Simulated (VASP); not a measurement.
The system is InP.

```
CELL_PARAMETERS angstrom
0.00000 2.95198 2.95198
2.95198 0.00000 2.95198
2.95198 2.95198 0.00000
ATOMIC_POSITIONS crystal
In 0.00000 0.00000 0.00000
P 0.75000 0.75000 0.75000
```

| Item | Value |
| --- | --- |
| Program | VASP 6.6.1 |
| Task | relaxation of cell and atoms |
| Functional | LDA |
| Potentials or basis | VASP PAW LDA potentials, release 64 (In_d, P) |
| Cutoff | 600 eV |
| k mesh | 10 × 10 × 10 |
| Occupations | gaussian, width 0.02 eV |
| Spin | no spin polarisation |

At the start: pressure -2.5 GPa; volume 25.72 Å³/atom.

Task: How do energy, volume and symmetry change on relaxing?

Result: Over 3 steps the energy falls by 7.9 meV/atom and the volume is 24.76 Å³/atom (-3.8 %); space group F-43m (No. 216, to 0.05 Å).

Step by step:
| step | energy change (eV) | largest force (eV/Å) | pressure (GPa) | volume (Å³) |
| --- | --- | --- | --- | --- |
| 1 | 0.0000 | 0.0000 | -2.52 | 51.45 |
| 2 | -0.0110 | 0.0000 | 1.57 | 48.49 |
| 3 | -0.0158 | 0.0000 | -0.02 | 49.51 |

Final structure:
```cif
data_structure
_symmetry_space_group_name_H-M 'P 1'
_symmetry_Int_Tables_number 1
_cell_length_a 4.1216
_cell_length_b 4.1216
_cell_length_c 4.1216
_cell_angle_alpha 60.000
_cell_angle_beta 60.000
_cell_angle_gamma 60.000
_cell_volume 49.51
loop_
_atom_site_label
_atom_site_type_symbol
_atom_site_fract_x
_atom_site_fract_y
_atom_site_fract_z
_atom_site_occupancy
In1 In 0.00000 0.00000 0.00000 1
P1 P 0.75000 0.75000 0.75000 1
```
